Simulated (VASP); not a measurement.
# WS2 (R3m) in VASP: settings compared

WS2 is run at these levels: PBE, r2SCAN; tasks: single point.

Program: VASP 6.6.1. These are calculated values, not measurements. Logs are shortened: lines on timing, memory, paths and dates and some standing lists are left out, and cuts for length are marked.

## 1. The cell of the first run

Symmetry: R3m, No. 160, trigonal system. The conventional cell has a = 3.172 Å, b = 3.172 Å, c = 18.712 Å, α = 90.00°, β = 90.00°, γ = 120.00°. W (site symmetry 3m) has 6 S at 2.41 Å and 6 W at 3.17 Å within 3.2 Å. S (site symmetry 3m) has 3 W at 2.41 Å and 7 S at 3.12 to 3.17 Å within 3.2 Å. S (site symmetry 3m) has 3 W at 2.41 Å and 7 S at 3.12 to 3.17 Å within 3.2 Å.

## 2. Single point, PBE

Input file INCAR:

```
SYSTEM = WS2
ALGO = Normal
EDIFF = 1E-6
ENCUT = 520
GGA = PE
ISIF = 2
ISMEAR = 0
LASPH = .TRUE.
LCHARG = .FALSE.
LREAL = .FALSE.
LWAVE = .FALSE.
NBANDS = 20
NELM = 80
PREC = Accurate
SIGMA = 0.01
```

Input file KPOINTS:

```
k-points
0
G
  10 10 10
  0 0 0
```

Input file POSCAR:

```
WS2
1.0
    1.5858867108      0.9156121194      6.2374760079
   -1.5858867108      0.9156121194      6.2374760079
    0.0000000000     -1.8312242388      6.2374760079
W S
1 2
Direct
    0.0006662240      0.0006662240      0.0006662240
    0.2505579544      0.2505579544      0.2505579544
    0.4174758215      0.4174758215      0.4174758215
```

Potentials or basis: VASP PAW PBE potentials, release 64 (W_sv, S).

The run is started by

```sh
$ cat potpaw_PBE.64/W_sv/POTCAR potpaw_PBE.64/S/POTCAR > POTCAR
$ mpirun -np 1 vasp_std > vasp.out
```

OUTCAR:

```text
SYSTEM = WS2
   EDIFF = 1E-6
   ENCUT = 520
   GGA = PE
   ISIF = 2
   ISMEAR = 0
   LASPH = .TRUE.
   LREAL = .FALSE.
   NELM = 80
   PREC = Accurate

 ion  position               nearest neighbor table
   1  0.001  0.001  0.001-   2 2.41   2 2.41   2 2.41   3 2.41   3 2.41   3 2.41
   2  0.251  0.251  0.251-   1 2.41   1 2.41   1 2.41
   3  0.417  0.417  0.417-   1 2.41   1 2.41   1 2.41

  LATTYP: Found a trigonal (rhomboedric) cell.
 ALAT       =     6.5007298945
 COS(alpha) =     0.8809717434

  Lattice vectors:

 A1 = (   1.5858867108,   0.9156121194,   6.2374760079)
 A2 = (  -1.5858867108,   0.9156121194,   6.2374760079)
 A3 = (   0.0000000000,  -1.8312242388,   6.2374760079)

Analysis of symmetry for initial positions (statically):
=====================================================================
 Subroutine PRICEL returns:
 Original cell was already a primitive cell.

 Routine SETGRP: Setting up the symmetry group for a
 trigonal (rhombohedral) supercell.

 Subroutine GETGRP returns: Found  6 space group operations
 (whereof  6 operations were pure point group operations)
 out of a pool of 12 trial point group operations.

The static configuration has the point symmetry C_3v.

Analysis of symmetry for dynamics (positions and initial velocities):
=====================================================================
 Subroutine PRICEL returns:
 Original cell was already a primitive cell.

 Routine SETGRP: Setting up the symmetry group for a
 trigonal (rhombohedral) supercell.

 Subroutine GETGRP returns: Found  6 space group operations
 (whereof  6 operations were pure point group operations)
 out of a pool of 12 trial point group operations.

The dynamic configuration has the point symmetry C_3v.

 Subroutine INISYM returns: Found  6 space group operations
 (whereof  6 operations are pure point group operations),
 and found     1 'primitive' translations

----------------------------------------------------------------------------------------

                                     Primitive cell

  volume of cell :      54.3430

  direct lattice vectors                    reciprocal lattice vectors
     1.585886711  0.915612119  6.237476008     0.315281033  0.182027589  0.053440419
    -1.585886711  0.915612119  6.237476008    -0.315281033  0.182027589  0.053440419
     0.000000000 -1.831224239  6.237476008     0.000000000 -0.364055178  0.053440419

  length of vectors
     6.500729895  6.500729895  6.500729895     0.367956589  0.367956589  0.367956589

  position of ions in fractional coordinates (direct lattice)
     0.000666224  0.000666224  0.000666224
     0.250557954  0.250557954  0.250557954
     0.417475821  0.417475821  0.417475821

  ion indices of the primitive-cell ions
   primitive index   ion index
                 1           1
                 2           2
                 3           3

----------------------------------------------------------------------------------------

 KPOINTS: k-points

Automatic generation of k-mesh.
 Grid dimensions read from file:
 generate k-points for:   10   10   10

 Generating k-lattice:

  Cartesian coordinates                     Fractional coordinates (reciprocal lattice)
     0.031528103  0.018202759  0.005344042     0.100000000  0.000000000  0.000000000
    -0.031528103  0.018202759  0.005344042     0.000000000  0.100000000  0.000000000
     0.000000000 -0.036405518  0.005344042     0.000000000  0.000000000  0.100000000

  Length of vectors
     0.036795659  0.036795659  0.036795659

  Shift w.r.t. Gamma in fractional coordinates (k-lattice)
     0.000000000  0.000000000  0.000000000

 Subroutine IBZKPT returns following result:
 ===========================================

 Found    116 irreducible k-points:

 Following reciprocal coordinates:
            Coordinates               Weight
  0.000000  0.000000  0.000000      1.000000
  0.100000  0.000000  0.000000      6.000000
  0.200000  0.000000  0.000000      6.000000
  0.300000  0.000000  0.000000      6.000000
  0.400000  0.000000  0.000000      6.000000
  0.500000  0.000000 -0.000000      3.000000
[... 16 lines left out ...]
  0.300000  0.300000  0.000000      6.000000
  0.400000  0.300000  0.000000     12.000000
 [... further k-points ...]
   k-points           NKPTS =    116   k-points in BZ     NKDIM =    116   number of bands    NBANDS=     20
   number of dos      NEDOS =    301   number of ions     NIONS =      3
   total plane-waves  NPLWV = 110592
   dimension x,y,z NGX =    48 NGY =   48 NGZ =   48
   dimension x,y,z NGXF=    96 NGYF=   96 NGZF=   96
   ions per type =               1   2
   NGX,Y,Z   is equivalent  to a cutoff of  12.28, 12.28, 12.28 a.u.
   NGXF,Y,Z  is equivalent  to a cutoff of  24.55, 24.55, 24.55 a.u.
 SYSTEM =  WS2
   PREC   = accura    normal or accurate (medium, high low for compatibility)
   ISTART =      0    job   : 0-new  1-cont  2-samecut
   ICHARG =      2    charge: 1-file 2-atom 10-const
   ISPIN  =      1    spin polarized calculation?
   LNONCOLLINEAR =      F non collinear calculations
   LSORBIT =      F    spin-orbit coupling
   LASPH  =      T    aspherical Exc in radial PAW
   ENCUT  =  520.0 eV  38.22 Ry    6.18 a.u.  12.09 12.09 12.09*2*pi/ulx,y,z
   NELM   =     80;   NELMIN=  2; NELMDL= -5     # of ELM steps
   EDIFF  = 0.1E-05   stopping-criterion for ELM
   LREAL  =      F    real-space projection
   EDIFFG = 0.1E-04   stopping-criterion for IOM
   NSW    =      0    number of steps for IOM
   IBRION =     -1    ionic relax: 0-MD 1-quasi-New 2-CG
   NFREE  =      0    steps in history (QN), initial steepest desc. (CG)
   ISIF   =      2    stress and relaxation
   ISYM   =      2    0-nonsym 1-usesym 2-fastsym
   POTIM  = 0.5000    time-step for ionic-motion
   TEBEG  =    0.0;   TEEND  =   0.0 temperature during run
   PSTRESS=    0.0 pullay stress
   NELECT =      26.0000    total number of electrons
   NUPDOWN=      -1.0000    fix difference up-down
   EMIN   =  10.00;   EMAX   =-10.00  energy-range for DOS
   EFERMI =   0.00;   METHOD = LEGACY
   ISMEAR =     0;   SIGMA  =   0.01  broadening in eV -4-tet -1-fermi 0-gaus
   EFERMI_NEDOS =   21; number of points for ismear=-14 and -15
   IALGO  =     38    algorithm
   IMIX   =      4    mixing-type and parameters
     AMIX     =   0.40;   BMIX     =  1.00
     AMIX_MAG =   1.60;   BMIX_MAG =  1.00
  volume/ion in A,a.u.               =      18.11       122.24
  Fermi-wavevector in a.u.,A,eV,Ry     =   1.280417  2.419637 22.306302  1.639467
  Thomas-Fermi vector in A             =   2.412846
   LORBIT       =      0    0 simple, 1 ext, 2 COOP (PROOUT), +10 PAW based schemes
   GGA     = PE    functional components
   LHFCALC =     F    Hartree Fock is set to
   AEXX    =    0.0000 exact exchange contribution
   IVDW    =     0    specifies the selected vdW correction
   LEPSILON=     F    determine dielectric tensor
   LRPA    =     F    only Hartree local field effects (RPA)
 non-spin polarized calculation
 Gauss-broadening in eV      SIGMA  =   0.01
  energy-cutoff  :      520.00
  volume of cell :       54.34
 maximum number of plane-waves:      1488
   NGX = 25   NGY = 25   NGZ = 25

 number of electron      26.0000001 magnetization

 Free energy of the ion-electron system (eV)
  ---------------------------------------------------
  ext. energy  EPLUGINS =         0.00000000
  ---------------------------------------------------
  free energy    TOTEN  =       -23.63264610 eV

  energy without entropy =      -23.63264610  energy(sigma->0) =      -23.63264610

 E-fermi :   7.5167     XC(G=0): -10.8101

 val. band max:        7.2210320501   @ k =   0.5000   0.5000   0.5000
 cond. band min:       8.3645991654   @ k =  -0.2000   0.2000   0.0000
 fundamental gap:      1.1435671153
 Fermi energy:         7.5166932096

 k-point     1 :       0.0000    0.0000    0.0000
  band No.  band energies     occupation
      1     -67.4142      2.00000
      2     -31.6628      2.00000
      3     -31.5037      2.00000
      4     -31.5037      2.00000
      5      -8.3488      2.00000
      6      -6.4095      2.00000
[... 12 lines left out ...]
     19      15.0755      0.00000
     20      15.5336      0.00000

 k-point     2 :       0.1000    0.0000    0.0000
  band No.  band energies     occupation
      1     -67.4125      2.00000
      2     -31.6567      2.00000
      3     -31.5375      2.00000
      4     -31.5116      2.00000
      5      -8.1806      2.00000
      6      -6.3605      2.00000
[... 12 lines left out ...]
     19      15.5822      0.00000
     20      15.7726      0.00000

 k-point     3 :       0.2000    0.0000    0.0000
  band No.  band energies     occupation
      1     -67.4081      2.00000
      2     -31.6408      2.00000
      3     -31.6251      2.00000
      4     -31.5320      2.00000
      5      -7.7116      2.00000
      6      -6.2238      2.00000
[... 12 lines left out ...]
     19      15.6457      0.00000
     20      16.1914      0.00000

 k-point     4 :       0.3000    0.0000    0.0000
  band No.  band energies     occupation
      1     -67.4027      2.00000
      2     -31.7315      2.00000
      3     -31.6209      2.00000
      4     -31.5572      2.00000
      5      -7.0534      2.00000
      6      -6.0357      2.00000
[... 12 lines left out ...]
     19      14.9585      0.00000
     20      15.3030      0.00000

 k-point     5 :       0.4000    0.0000    0.0000
  band No.  band energies     occupation
      1     -67.3983      2.00000
      2     -31.8162      2.00000
      3     -31.6049      2.00000
      4     -31.5775      2.00000
      5      -6.4185      2.00000
      6      -5.8652      2.00000
[... 12 lines left out ...]
     19      14.0304      0.00000
     20      14.6686      0.00000
[... 353 lines left out ...]
      6      -5.7610      2.00000
[... 12 lines left out ...]
     19      14.9486      0.00000
     20      16.0023      0.00000

 k-point    22 :      -0.2000    0.2000    0.0000
  band No.  band energies     occupation
      1     -67.4002      2.00000
      2     -31.7495      2.00000
      3     -31.6117      2.00000
      4     -31.6004      2.00000
      5      -6.7267      2.00000
      6      -5.9128      2.00000
[... 12 lines left out ...]
     19      15.1190      0.00000
     20      15.7374      0.00000

 k-point    23 :       0.3000    0.3000    0.0000
  band No.  band energies     occupation
      1     -67.4027      2.00000
      2     -31.7315      2.00000
      3     -31.6210      2.00000
      4     -31.5572      2.00000
      5      -7.0124      2.00000
      6      -6.0974      2.00000
[... 12 lines left out ...]
     19      14.7216      0.00000
     20      15.7334      0.00000

 k-point    24 :       0.4000    0.3000    0.0000
  band No.  band energies     occupation
      1     -67.3996      2.00000
      2     -31.7760      2.00000
      3     -31.6099      2.00000
      4     -31.5858      2.00000
      5      -6.5850      2.00000
      6      -5.9792      2.00000
[... 12 lines left out ...]
     19      14.5739      0.00000
     20      15.7055      0.00000

 [... further k-points ...]

------------------------ aborting loop because EDIFF is reached ----------------------------------------

  FORCE on cell =-STRESS in cart. coord.  units (eV):
  Direction    XX          YY          ZZ          XY          YZ          ZX
  --------------------------------------------------------------------------------------
  -------------------------------------------------------------------------------------
  Total        0.9426302      0.9426302      1.3989973      0.0000000      0.0000000      0.0000000
  in kB       27.7912523     27.7912523     41.2461688      0.0000000      0.0000000      0.0000000
  external PRESSURE =      32.2762245 kB  Pullay stress =       0.0000000 kB

 VOLUME and BASIS-vectors are now :
 -----------------------------------------------------------------------------
  energy-cutoff  :      520.00
  volume of cell :       54.34
      direct lattice vectors                 reciprocal lattice vectors
     1.585886711  0.915612119  6.237476008     0.315281033  0.182027589  0.053440419
    -1.585886711  0.915612119  6.237476008    -0.315281033  0.182027589  0.053440419
     0.000000000 -1.831224239  6.237476008     0.000000000 -0.364055178  0.053440419

 POSITION                                       TOTAL-FORCE (eV/Angst)
 -----------------------------------------------------------------------------------
      0.00000      0.00000      0.01247         0.000000      0.000000      0.001454
      0.00000      0.00000      4.68855         0.000000      0.000000     -0.196516
      0.00000      0.00000      7.81199         0.000000     -0.000000      0.195062
 -----------------------------------------------------------------------------------
    total drift:                                0.000000      0.000000     -0.000211

  FREE ENERGIE OF THE ION-ELECTRON SYSTEM (eV)
  ---------------------------------------------------
  free  energy   TOTEN  =       -23.6326460991 eV

  energy  without entropy=      -23.6326460991  energy(sigma->0) =      -23.63264610
```

Wall time 4.7 min (1 thread of Intel Xeon Platinum 8375C at 2.90GHz (Ice Lake), shared host); peak memory 0.37 GiB.

Results:

```yaml
Free_energy: -23.6326 eV
Pressure: 3.2 GPa
Largest_force: 0.197 eV/Å
Band_gap_on_the_k_mesh: 1.14 eV (least direct gap 2.19 eV)
```

Forces on the atoms (eV/Å):
```
W    0.000  0.000  0.001
S    0.000  0.000 -0.197
S    0.000  0.000  0.195
```

Stress tensor (GPa, compression positive):
```
2.78 0.00 0.00
0.00 2.78 0.00
0.00 0.00 4.12
```

Caveat: the cell stands under pressure; spin-orbit coupling is left out, which moves the levels of the heavy elements.

## 3. Single point, r2SCAN

POSCAR is that of step 2.

Input file INCAR.step1:

```
PREC     = Accurate       # precision mode
ENCUT    = 520            # plane-wave cutoff, eV
ISMEAR   = 0              # smearing method
SIGMA    = 0.01           # smearing width, eV
LREAL    = False          # projectors in reciprocal space
LASPH    = True           # aspherical terms in the spheres
NELM     = 60             # most SCF steps
NBANDS   = 20             # bands
GGA      = PE             # functional
ALGO     = Normal         # electronic algorithm
EDIFF    = 1E-4           # SCF threshold, eV
LWAVE    = True           # write WAVECAR
LCHARG   = False          # write CHGCAR
```

Input file INCAR.step2:

```
PREC     = Accurate       # precision mode
ENCUT    = 520            # plane-wave cutoff, eV
EDIFF    = 1E-7           # SCF threshold, eV
ISMEAR   = 0              # smearing method
SIGMA    = 0.01           # smearing width, eV
LREAL    = False          # projectors in reciprocal space
LASPH    = True           # aspherical terms in the spheres
NELM     = 60             # most SCF steps
ALGO     = Normal         # electronic algorithm
ISIF     = 2              # what is computed and relaxed
LWAVE    = False          # write WAVECAR
LCHARG   = False          # write CHGCAR
METAGGA  = R2SCAN         # meta-GGA
LMIXTAU  = True         
NBANDS   = 20             # bands
ISTART   = 1
```

Input file KPOINTS:

```
Automatic mesh
0
Gamma
  10 10 10
```

Potentials or basis: VASP PAW PBE potentials, release 64 (W_sv, S).

The run is started by

```sh
$ cat potpaw_PBE.64/W_sv/POTCAR potpaw_PBE.64/S/POTCAR > POTCAR
$ cp INCAR.step1 INCAR
$ mpirun -np 1 vasp_std > vasp.out
$ cp INCAR.step2 INCAR
$ mpirun -np 1 vasp_std > vasp.out
```

OUTCAR:

```text
PREC = Accurate
   ENCUT = 520
   EDIFF = 1E-7
   ISMEAR = 0
   LREAL = False
   LASPH = True
   NELM = 60
   ISIF = 2
   METAGGA = R2SCAN
   ISTART = 1

 ion  position               nearest neighbor table
   1  0.001  0.001  0.001-   2 2.41   2 2.41   2 2.41   3 2.41   3 2.41   3 2.41
   2  0.251  0.251  0.251-   1 2.41   1 2.41   1 2.41
   3  0.417  0.417  0.417-   1 2.41   1 2.41   1 2.41

  LATTYP: Found a trigonal (rhomboedric) cell.
[... 747 lines left out ...]

  FORCE on cell =-STRESS in cart. coord.  units (eV):
  Direction    XX          YY          ZZ          XY          YZ          ZX
  --------------------------------------------------------------------------------------
  -------------------------------------------------------------------------------------
  Total        0.5161583      0.5161583      0.4213523      0.0000000      0.0000000      0.0000000
  in kB       15.2177221     15.2177221     12.4225902      0.0000000      0.0000000      0.0000000
  external PRESSURE =      14.2860115 kB  Pullay stress =       0.0000000 kB

 VOLUME and BASIS-vectors are now :
 -----------------------------------------------------------------------------
  energy-cutoff  :      520.00
  volume of cell :       54.34
      direct lattice vectors                 reciprocal lattice vectors
     1.585886711  0.915612119  6.237476008     0.315281033  0.182027589  0.053440419
    -1.585886711  0.915612119  6.237476008    -0.315281033  0.182027589  0.053440419
     0.000000000 -1.831224239  6.237476008     0.000000000 -0.364055178  0.053440419

 POSITION                                       TOTAL-FORCE (eV/Angst)
 -----------------------------------------------------------------------------------
      0.00000      0.00000      0.01247         0.000000      0.000000     -0.000268
      0.00000      0.00000      4.68855         0.000000      0.000000      0.031401
      0.00000      0.00000      7.81199         0.000000      0.000000     -0.031133
 -----------------------------------------------------------------------------------
    total drift:                                0.000000      0.000000     -0.000272

  FREE ENERGIE OF THE ION-ELECTRON SYSTEM (eV)
  ---------------------------------------------------
  free  energy   TOTEN  =       -70.0673318816 eV

  energy  without entropy=      -70.0673318816  energy(sigma->0) =      -70.06733188
```

OSZICAR.step1:

```text
N       E                     dE             d eps       ncg     rms          rms(c)
DAV:   1     0.200348075111E+03    0.20035E+03   -0.13019E+04  4640   0.129E+03
DAV:   2    -0.142625846304E+02   -0.21461E+03   -0.20733E+03  5412   0.342E+02
DAV:   3    -0.248311515791E+02   -0.10569E+02   -0.10450E+02  5796   0.713E+01
DAV:   4    -0.249902223927E+02   -0.15907E+00   -0.15894E+00  5660   0.943E+00
DAV:   5    -0.249929670483E+02   -0.27447E-02   -0.27445E-02  5840   0.130E+00    0.268E+01
DAV:   6    -0.238123030504E+02    0.11807E+01   -0.63045E+00  5088   0.170E+01    0.110E+01
DAV:   7    -0.236796281872E+02    0.13267E+00   -0.13576E+00  4892   0.663E+00    0.564E+00
DAV:   8    -0.236336093808E+02    0.46019E-01   -0.25345E-01  5368   0.340E+00    0.127E+00
DAV:   9    -0.236328921427E+02    0.71724E-03   -0.11020E-02  5968   0.734E-01    0.553E-01
DAV:  10    -0.236326664940E+02    0.22565E-03   -0.42946E-03  5416   0.449E-01    0.690E-02
DAV:  11    -0.236326261623E+02    0.40332E-04   -0.57671E-04  5188   0.159E-01
   1 F= -.23632626E+02 E0= -.23632626E+02  d E =0.000000E+00
```

Run time: 23 min. Hardware: 1 thread of Intel Xeon Platinum 8375C at 2.90GHz (Ice Lake), shared host; peak memory 0.44 GiB.

What came out:

```
Free energy            : -70.0673 eV
Pressure               : 1.4 GPa
Largest force          : 0.031 eV/Å
Band gap on the k mesh : 1.25 eV (least direct gap 2.32 eV)
```

Forces in eV/Å, atoms in the order of the input:
```
W    0.000  0.000  0.000
S    0.000  0.000  0.031
S    0.000  0.000 -0.031
```

Stress tensor (GPa, compression positive):
```
1.52 0.00 0.00
0.00 1.52 0.00
0.00 0.00 1.24
```

Caveat: the PAW data sets were made with another functional, which shifts forces and pressure a little; spin-orbit coupling is left out, which moves the levels of the heavy elements. r2SCAN opens gaps a little over a GGA but as a rule still falls short of measured ones.
